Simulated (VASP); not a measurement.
Set up this calculation in VASP 6.6.1, as the native input.

| Property | Result |
| --- | --- |
| Task | single point |
| Functional | PBEsol |
| Potentials or basis | VASP PAW PBE potentials, release 64 (W_sv) |
| Cutoff | 500 eV |
| k mesh | 16 × 16 × 16 |
| Occupations | gaussian, width 0.05 eV |
| Spin | no spin polarisation |
| Dipole correction | no |
| Further INCAR settings | ALGO = Normal; EDIFF = 1e-06; NBANDS = 13 |

The structure of W lies in POSCAR:

```
W
1.0
   -1.5799983977      1.5799983977      1.5799983977
    1.5799983977     -1.5799983977      1.5799983977
    1.5799983977      1.5799983977     -1.5799983977
W
1
Direct
    0.0000000000      0.0000000000      0.0000000000
```

The input as run:

INCAR

```
SYSTEM = W
PREC = Accurate
ENCUT = 500
EDIFF = 1E-6
ISMEAR = 0
SIGMA = 0.05
LREAL = .FALSE.
LASPH = .TRUE.
NELM = 120
ALGO = Normal
ISIF = 2
LWAVE = .FALSE.
LCHARG = .TRUE.
GGA = PS
LELF = .TRUE.
LVHAR = .TRUE.
NBANDS = 13
GGA_COMPAT = .FALSE.
```

KPOINTS

```
Automatic mesh
0
G
  16 16 16
  0 0 0
```

Potentials or basis: VASP PAW PBE potentials, release 64 (W_sv).

Run with:

```sh
$ cat potpaw_PBE.64/W_sv/POTCAR > POTCAR
$ mpirun -np 1 vasp_std > vasp.out
```

Results of the run:

| Item | Value |
| --- | --- |
| Pressure | -1.5 GPa |
| Band gap on the k mesh | zero (band 7 reaches 16.56 eV, above the bottom of band 8 at 10.10 eV) |

Caveat: the PAW data sets were made with another functional, which shifts forces and pressure a little; spin-orbit coupling is left out, which moves the levels of the heavy elements.

Run time: 9.5 s on 1 thread of Intel Xeon 6975P-C, with other jobs on the host, peak memory 0.15 GiB.
